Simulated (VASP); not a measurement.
A run of VASP 6.6.1 is set up as follows.

POSCAR

```
ZnSe
1.0
    0.0000000000      2.8788200250      2.8788200250
    2.8788200250      0.0000000000      2.8788200250
    2.8788200250      2.8788200250      0.0000000000
Zn Se
1 1
Direct
    0.0000000000      0.0000000000      0.0000000000
    0.2500000000      0.2500000000      0.2500000000
```

The input INCAR.step1:

```
ALGO     = Normal         # electronic algorithm
EDIFF    = 1E-5           # SCF threshold, eV
ENCUT    = 520            # plane-wave cutoff, eV
GGA      = PE             # functional
ISIF     = 2              # what is computed and relaxed
ISMEAR   = 0              # smearing method
LASPH    = True           # aspherical terms in the spheres
LCHARG   = False          # write CHGCAR
LREAL    = False          # projectors in reciprocal space
LWAVE    = True           # write WAVECAR
NBANDS   = 16             # bands
NELM     = 100            # most SCF steps
PREC     = Accurate       # precision mode
SIGMA    = 0.02           # smearing width, eV
```

INCAR.step2

```
ALGO     = Normal         # electronic algorithm
EDIFF    = 1E-6           # SCF threshold, eV
ENCUT    = 520            # plane-wave cutoff, eV
GGA      = PE             # functional
HFSCREEN = 0.2079         # screening, 1/A
ISIF     = 2              # what is computed and relaxed
ISMEAR   = 0              # smearing method
ISTART   = 1            
LASPH    = True           # aspherical terms in the spheres
LCHARG   = False          # write CHGCAR
LHFCALC  = True           # exact exchange
LREAL    = False          # projectors in reciprocal space
LWAVE    = False          # write WAVECAR
NBANDS   = 16             # bands
NELM     = 100            # most SCF steps
PREC     = Accurate       # precision mode
PRECFOCK = Normal       
SIGMA    = 0.02           # smearing width, eV
```

The input KPOINTS:

```
k-points
0
Gamma
  6 6 6
```

Potentials or basis: VASP PAW PBE potentials, release 64 (Zn, Se).

Run with:

```sh
$ cat potpaw_PBE.64/Zn/POTCAR potpaw_PBE.64/Se/POTCAR > POTCAR
$ cp INCAR.step1 INCAR
$ mpirun -np 1 vasp_std > vasp.out
$ cp INCAR.step2 INCAR
$ mpirun -np 1 vasp_std > vasp.out
```

Task: What does it give for the pressure?

Result: -1.7 GPa.

Task: Estimate the band gap on the k mesh.

Result: 2.19 eV.

Caveat: the PAW data sets were made with another functional, which shifts forces and pressure a little.
